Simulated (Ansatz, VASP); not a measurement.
**One calculation of ZrB2, two programs**

```xyz
3
Lattice="3.1700 0.0000 0.0000 -1.5850 2.7453 0.0000 0.0000 0.0000 3.5330" Properties=species:S:1:pos:R:3 pbc="T T T"
Zr    0.0000    0.0000    0.0000
B     0.0000    1.8302    1.7665
B     1.5850    0.9151    1.7665
```

Alike in both runs: functional PBE; k mesh 17 × 17 × 13; occupations fermi-dirac, width 0.05 eV; no spin polarisation.

Ansatz relaxed the structure, and its values are those at the end. VASP's run is a single point on that final structure, the one shown.

|  | VASP | Ansatz |
| --- | --- | --- |
| version | VASP 6.6.1 | Ansatz 0.2.0 |
| potentials or method | VASP PAW PBE potentials, release 64 (Zr_sv, B) | plane-wave PAW, scalar-relativistic |
| plane-wave cutoff (eV) | 520 | 420 |
| valence electrons in the cell | 18 | 18 |

```csv
,VASP,Ansatz,Ansatz less VASP
pressure (GPa),0.9,0.8,-0.14
```

Ansatz's warnings: stress scf threshold loose.
